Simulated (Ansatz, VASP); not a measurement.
# One calculation of Co, two programs

INCAR

```
PREC = Accurate
ENCUT = 520
EDIFF = 1E-6
ISMEAR = -1
SIGMA = 0.1
LREAL = F
LASPH = T
NELM = 150
ALGO = Normal
ISIF = 2
LWAVE = F
LCHARG = F
ISPIN = 2
MAGMOM = 3 3
LORBIT = 11
LMAXMIX = 4
GGA = PE
NBANDS = 20
ISYM = 0
```

File KPOINTS:

```
Automatic mesh
0
Gamma
  13 13 7
```

Contents of POSCAR:

```
Co
1.0
    2.5270016500      0.0000000000      0.0000000000
   -1.2635008200      2.1884476200      0.0000000000
    0.0000000000      0.0000000000      4.1190000000
Co
2
Direct
    0.3333333300      0.6666666700      0.2500000000
    0.6666666700      0.3333333300      0.7500000000
```

Input for Ansatz:

```yaml
crystal:
  lattice:
    - [2.52700165, 0.0, 0.0]
    - [-1.26350082, 2.18844762, 0.0]
    - [0.0, 0.0, 4.119]
  atoms:
    - { symbol: Co, position: [0.33333333, 0.66666667, 0.25], spin: 3.0 }
    - { symbol: Co, position: [0.66666667, 0.33333333, 0.75], spin: 3.0 }
  symmetry: { detect: false, time_reversal: true }
magnetization:
  spin_polarized: true
hamiltonian:
  xc: pbe
  pseudopotentials: { kind: paw }
basis:
  ecutwfc: 420
kpoints:
  mp_grid: { grid: [13, 13, 7] }
scf:
  occupations: { method: fermi_dirac, width: 0.1 }
  lower_state_search: "off"
output:
  forces: true
  stress: true
```

Alike in both runs: task single point; functional PBE; k mesh 13 × 13 × 7; occupations fermi-dirac, width 0.1 eV; collinear spin.

|  | VASP | Ansatz |
| --- | --- | --- |
| version | VASP 6.6.1 | Ansatz 0.2.0 |
| potentials or method | VASP PAW PBE potentials, release 64 (Co), cutoff 520 eV | PAW, plane waves, scalar-relativistic |
| valence electrons in the cell | 18 | 34 |

VASP gave:

| Quantity | Value |
| --- | --- |
| pressure (GPa) | -9.5 |
| traceless stress, the component that is largest in VASP (GPa) | -0.82 |
| net moment per atom (μB) | 1.63 |
| size of the moment on the site where the two differ most (μB) | 1.66 |

Problem. What did Ansatz give for the same quantities?

Solution. Pressure (GPa): -9.0; traceless stress, the component that is largest in VASP (GPa): -0.72; net moment per atom (μB): 1.64; size of the moment on the site where the two differ most (μB): 1.72.

Site moments also hang on the region over which each program counts them. With one functional, cell and mesh, what is left measures potentials, basis and numerics. VASP's potentials hold 18 valence electrons a cell and Ansatz's 34, so a difference there can come from the potentials and not from the codes.
